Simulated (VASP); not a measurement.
A run of VASP 6.6.1:

Contents of INCAR:

```
ALGO = Normal ; EDIFF = 1E-7
ENCUT = 520 ; GGA = PE
ISIF = 2 ; ISMEAR = 0
LASPH = T ; LCHARG = F
LREAL = F ; LWAVE = F
NBANDS = 13 ; NELM = 80
PREC = Accurate ; SIGMA = 0.1
```

Contents of KPOINTS:

```
k-points
0
Gamma
  18 18 18
```

File POSCAR:

```
Ru
1.0
    0.0000000000      1.8461257051      1.8461257051
    1.8461257051      0.0000000000      1.8461257051
    1.8461257051      1.8461257051      0.0000000000
Ru
1
Direct
    0.0000000000      0.0000000000      0.0000000000
```

Potentials or basis: VASP PAW PBE potentials, release 64 (Ru_pv).

Run with:

```console
$ cat potpaw_PBE.64/Ru_pv/POTCAR > POTCAR
$ mpirun -np 1 vasp_std > vasp.out
```

Hardware: 1 thread of Intel(R) Xeon(R) Platinum 8488C (Sapphire Rapids) (shared host).

Estimate the wall time of this run.

It took 16 s on 1 thread of Intel(R) Xeon(R) Platinum 8488C (Sapphire Rapids) (shared host), peak memory 0.15 GiB. Counts: scf iterations 12, k points 195.
